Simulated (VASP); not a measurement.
Input of a VASP 6.6.1 run:

The input INCAR:

```
SYSTEM = AlN
  PREC = Accurate
  ENCUT = 520
  EDIFF = 1E-6
  ISMEAR = 0
  SIGMA = 0.05
  LREAL = .FALSE.
  LASPH = .TRUE.
  NELM = 80
  ALGO = Normal
  ISIF = 2
  LWAVE = .FALSE.
  LCHARG = .TRUE.
  GGA = PE
  LELF = .TRUE.
  LVHAR = .TRUE.
  NBANDS = 11
```

KPOINTS

```
Automatic mesh
0
G
  10 10 10
  0 0 0
```

File POSCAR:

```
AlN
1.0
    0.2740288835      2.3292455100      2.3292455100
    2.3292455100      0.2740288835      2.3292455100
    2.3292455100      2.3292455100      0.2740288835
Al N
1 1
Direct
    0.0000000000      0.0000000000      0.0000000000
    0.7500000000      0.7500000000      0.7500000000
```

Potentials or basis: VASP PAW PBE potentials, release 64 (Al, N).

Run with:

```console
$ cat potpaw_PBE.64/Al/POTCAR potpaw_PBE.64/N/POTCAR > POTCAR
$ mpirun -np 1 vasp_std > vasp.out
```

Question: Estimate the pressure.

Answer: 12.9 GPa.

Question: Estimate the band gap on the k mesh.

Answer: 2.59 eV, direct.

Forces on the atoms (eV/Å):
```
Al  -0.412 -0.412 -0.412
N    0.412  0.412  0.412
```

 A k mesh can miss the band edges.
